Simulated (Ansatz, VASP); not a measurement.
# One calculation of HgTe, two programs

INCAR

```
SYSTEM = HgTe
  ALGO = Normal
  EDIFF = 1E-6
  ENCUT = 520
  GGA = PS
  ISIF = 2
  ISMEAR = 0
  LASPH = .TRUE.
  LCHARG = .FALSE.
  LREAL = .FALSE.
  LWAVE = .FALSE.
  NBANDS = 16
  NELM = 60
  PREC = Accurate
  SIGMA = 0.15
```

File KPOINTS:

```
k-points
0
G
  16 16 16
  0 0 0
```

File POSCAR:

```
HgTe
1.0
    0.0000000000      3.0930919152      3.0930919152
    3.0930919152      0.0000000000      3.0930919152
    3.0930919152      3.0930919152      0.0000000000
Hg Te
1 1
Direct
    0.0000000000      0.0000000000      0.0000000000
    0.7500000000      0.7500000000      0.7500000000
```

Input for Ansatz:

```yaml
crystal:
  lattice:
    - [0.0, 3.0930919152, 3.0930919152]
    - [3.0930919152, 0.0, 3.0930919152]
    - [3.0930919152, 3.0930919152, 0.0]
  atoms:
    - { symbol: Hg, position: [0.0, 0.0, 0.0] }
    - { symbol: Te, position: [0.75, 0.75, 0.75] }
basis:
  ecutwfc: 420
kpoints:
  mp_grid: { grid: [16, 16, 16] }
hamiltonian:
  xc: pbesol
scf:
  occupations: { method: gaussian, width: 0.15 }
output:
  forces: true
  stress: true
  eigenvalues: true
  write_density: true
  write_potential: true
  elf: true
  volumetric_format: npy
```

Change from the starting cell: strain -0.050 along x and y, -0.050 along z, atoms carried along.

Alike in both runs: task single point; functional PBEsol; k mesh 16 × 16 × 16; occupations gaussian, width 0.15 eV; no spin polarisation.

```csv
,VASP,Ansatz
version,VASP 6.6.1,Ansatz 0.2.0
potentials or method,"VASP PAW PBE potentials, release 64 (Hg, Te), cutoff 520 eV","scalar-relativistic, plane waves, PAW"
valence electrons in the cell,18,36
```

```csv
,VASP,Ansatz,Ansatz less VASP
gap on the k mesh at the Fermi level (eV),none,none,-
pressure (GPa),9.8,9.5,-0.24
```

VASP's potentials were made for PBE, not for PBEsol. A gap of «none» marks a metal or a gap that the smearing closes. The functional is the same, so the differences come from potentials, cutoffs and numerics. VASP's potentials hold 18 valence electrons a cell and Ansatz's 36, so a difference there can come from the potentials and not from the codes.

Neither program's run includes spin-orbit coupling.
